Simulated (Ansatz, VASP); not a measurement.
**One calculation of GaP, two programs**

```
CELL_PARAMETERS angstrom
0.00000 2.38073 3.57109
2.38073 0.00000 3.57109
2.38073 2.38073 0.00000
ATOMIC_POSITIONS crystal
Ga 0.00000 0.00000 0.00000
P 0.75000 0.75000 0.75000
```

Alike in both runs: task single point; functional LDA; k mesh 10 × 10 × 10; occupations gaussian, width 0.05 eV; no spin polarisation.

```csv
,VASP,Ansatz
version,VASP 6.6.1,Ansatz 0.2.0
potentials or method,"VASP PAW LDA potentials, release 64 (Ga_d, P), cutoff 520 eV","scalar-relativistic, plane waves, PAW"
valence electrons in the cell,18,18
```

```csv
,VASP,Ansatz,Ansatz less VASP
gap on the k mesh at the Fermi level (eV),none,none,-
pressure (GPa),-3.5,-3.6,-0.04
"traceless stress, the component that is largest in VASP (GPa)",-17.91,-17.84,+0.067
```

LDA's correlation is that of Perdew and Zunger in VASP and of Perdew and Wang (1992) in Ansatz. A gap of «none» marks a metal or a gap that the smearing closes.
